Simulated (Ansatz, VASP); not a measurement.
**One calculation of Pd, two programs**

File INCAR:

```
PREC = Accurate
ENCUT = 600
EDIFF = 1E-6
ISMEAR = -1
SIGMA = 0.08
LREAL = F
LASPH = T
NELM = 80
ALGO = Normal
ISIF = 3
LWAVE = F
LCHARG = F
GGA = PE
IBRION = 2
NSW = 100
EDIFFG = -0.005
```

File KPOINTS:

```
Automatic mesh
0
Gamma
  15 15 8
```

The input POSCAR:

```
Pd
1.0
    2.5760488594      0.0000000000      0.0000000000
   -1.2880244297      2.2309237537      0.0000000000
    0.0000000000      0.0000000000      4.1731991523
Pd
2
Direct
    0.3333333333      0.6666666667      0.2500000000
    0.6666666667      0.3333333333      0.7500000000
```

Input for Ansatz:

```yaml
crystal:
  lattice:
    - [2.5760488594, 0.0, 0.0]
    - [-1.2880244297, 2.2309237537, 0.0]
    - [0.0, 0.0, 4.1731991523]
  atoms:
    - { symbol: Pd, position: [0.3333333333, 0.6666666667, 0.25] }
    - { symbol: Pd, position: [0.6666666667, 0.3333333333, 0.75] }
kpoints:
  mp_grid: { grid: [15, 15, 8] }
scf:
  occupations: { method: fermi_dirac, width: 0.08 }
hamiltonian:
  xc: pbe
  pseudopotentials: { kind: paw }
output:
  forces: true
  stress: true
relax:
  f_tol: 0.005
  max_steps: 80
  cell: {}
```

Alike in both runs: task relaxation of cell and atoms; functional PBE; k mesh 15 × 15 × 8; occupations fermi-dirac, width 0.08 eV; no spin polarisation.

```csv
,VASP,Ansatz
version,VASP 6.6.1,Ansatz 0.2.0
potentials or method,"VASP PAW PBE potentials, release 64 (Pd)","PAW with Ansatz's default frozen-core files, scalar-relativistic"
plane-wave cutoff (eV),600,420
valence electrons in the cell,20,36
```

```csv
,VASP,Ansatz,Ansatz less VASP
relaxed volume (Å³/atom),15.39,15.42,+0.025
relaxed cell length with the largest relative difference (Å),4.623,4.626,+0.0036
```

VASP's potentials hold 20 valence electrons a cell and Ansatz's 36, so a difference there can come from the potentials and not from the codes.

Noted on VASP's run: the volume moved by over 15 % at a fixed basis, so the end points are rough.
